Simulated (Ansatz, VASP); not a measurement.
## One calculation of AlNi, two programs

```
Al Ni
1.0
     2.75866    0.00000    0.00000
    -1.37933    2.38907    0.00000
     0.00000    0.00000    3.81817
Al Ni
1 1
Direct
  0.00000 0.00000 0.00000
  0.66667 0.33333 0.50000
```

Change from the starting cell: species swapped into the WC type (P-6m2, No. 187).

Alike in both runs: functional PBE; k mesh 24 × 24 × 14; occupations gaussian, width 0.1 eV; no spin polarisation.

Ansatz relaxed the structure, and its values are those at the end. VASP's run is a single point on that final structure, the one shown.

```csv
,VASP,Ansatz
version,VASP 6.6.1,Ansatz 0.2.0
potentials or method,"VASP PAW PBE potentials, release 64 (Al, Ni), cutoff 520 eV","scalar-relativistic, plane waves, PAW"
valence electrons in the cell,13,21
```

Ansatz gave:

- gap on the k mesh at the Fermi level (eV): none
- pressure (GPa): 0.0

Task: Estimate VASP's values.

Result: gap on the k mesh at the Fermi level (eV): none; pressure (GPa): 0.1.

A gap of «none» marks a metal or a gap that the smearing closes. VASP's potentials hold 13 valence electrons a cell and Ansatz's 21, so a difference there can come from the potentials and not from the codes.
